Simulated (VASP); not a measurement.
Set up this calculation in VASP 6.6.1, as the native input.

```yaml
Task: relaxation of cell and atoms
Functional: PBEsol
Potentials_or_basis: VASP PAW PBE potentials, release 64 (Ga_d)
Cutoff: 600 eV
k_mesh: 18 × 18 × 18
Occupations: gaussian, width 0.1 eV
Spin: no spin polarisation
Dipole_correction: no
Further_INCAR_settings: ALGO = Fast; EDIFF = 1e-06; IBRION = 2; EDIFFG = -0.01; NSW = 80; ISIF = 3
```

The structure of Ga lies in POSCAR:

```
Ga
1.0
    0.0000000000      2.0685285464      2.0685285464
    2.0685285464      0.0000000000      2.0685285464
    2.0685285464      2.0685285464      0.0000000000
Ga
1
Direct
    0.0000000000      0.0000000000      0.0000000000
```

This isn't the form of Ga at room conditions, which is orthorhombic.

These files were run (other wordings do the same):

INCAR

```
  ALGO = Fast
  EDIFF = 1E-6
  EDIFFG = -0.01
  ENCUT = 600
  GGA = PS
  IBRION = 2
  ISIF = 3
  ISMEAR = 0
  LASPH = True
  LCHARG = False
  LREAL = False
  LWAVE = False
  NELM = 60
  NSW = 80
  PREC = Accurate
  SIGMA = 0.1
```

KPOINTS

```
k-points
0
Gamma
  18 18 18
```

Potentials or basis: VASP PAW PBE potentials, release 64 (Ga_d).

Command:

```console
$ cat potpaw_PBE.64/Ga_d/POTCAR > POTCAR
$ mpirun -np 1 vasp_std > vasp.out
```

Results of the run:

```yaml
Relaxed_volume: 17.81 Å³/atom
Relaxed_cell: a = 2.931 Å, b = 2.931 Å, c = 2.931 Å, α = 60.00°, β = 60.00°, γ = 60.00°
Space_group_after_relaxing_to_0.1_Å: Fm-3m (No. 225)
Energy_gained_by_relaxing: 0.1 meV/atom
Ionic_steps: 2
Pressure_after_relaxing: 0.0 GPa
Band_gap_on_the_k_mesh: zero (an odd number of electrons rules out a gap without spin polarisation)
```

Caveat: the PAW data sets were made with another functional, which shifts forces and pressure a little.

It took 54 s on 1 thread of Intel Xeon 8259CL, on a shared host, peak memory 0.17 GiB.
